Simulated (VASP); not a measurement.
Input of a VASP 6.6.1 run:

The input INCAR:

```
SYSTEM = AlSn
PREC = Accurate
ENCUT = 600
EDIFF = 1E-6
ISMEAR = 0
SIGMA = 0.1
LREAL = .False.
LASPH = .True.
NELM = 60
ALGO = Fast
ISIF = 3
LWAVE = .False.
LCHARG = .False.
GGA = PE
IBRION = 2
NSW = 90
EDIFFG = -0.04
```

Contents of KPOINTS:

```
Automatic mesh
0
Gamma
  3 3 6
  0 0 0
```

The input POSCAR:

```
AlSn
1.0
    9.4314889790      0.0000000000      0.0000000000
   -4.7157444895      8.1679090513      0.0000000000
    0.0000000000      0.0000000000      2.8611350638
Al Sn
3 3
Direct
    0.0000000000      0.0000000000      0.0000000000
    0.3333333333      0.6666666667      0.0000000000
    0.6666666667      0.3333333333      0.0000000000
    0.5000000000      0.0000000000      0.0000000000
    0.0000000000      0.5000000000      0.0000000000
    0.5000000000      0.5000000000      0.0000000000
```

Potentials or basis: VASP PAW PBE potentials, release 64 (Al, Sn_d).

The run is started by

```sh
$ cat potpaw_PBE.64/Al/POTCAR potpaw_PBE.64/Sn_d/POTCAR > POTCAR
$ mpirun -np 1 vasp_std > vasp.out
```

Q: What does it give for the space group after relaxing (to 0.1 Å)?

A: P6/mmm (No. 191).

Q: Predict the relaxed cell.

A: a = 9.107 Å, b = 9.107 Å, c = 3.071 Å, α = 90.00°, β = 90.00°, γ = 120.00°.

Final structure:
```cif
data_structure
_symmetry_space_group_name_H-M 'P 1'
_symmetry_Int_Tables_number 1
_cell_length_a 9.1068
_cell_length_b 9.1068
_cell_length_c 3.0708
_cell_angle_alpha 90.000
_cell_angle_beta 90.000
_cell_angle_gamma 120.000
_cell_volume 220.55
loop_
_atom_site_label
_atom_site_type_symbol
_atom_site_fract_x
_atom_site_fract_y
_atom_site_fract_z
_atom_site_occupancy
Al1 Al 0.00000 0.00000 0.00000 1
Al2 Al 0.33333 0.66667 0.00000 1
Al3 Al 0.66667 0.33333 0.00000 1
Sn1 Sn 0.50000 0.00000 0.00000 1
Sn2 Sn 0.00000 0.50000 0.00000 1
Sn3 Sn 0.50000 0.50000 0.00000 1
```
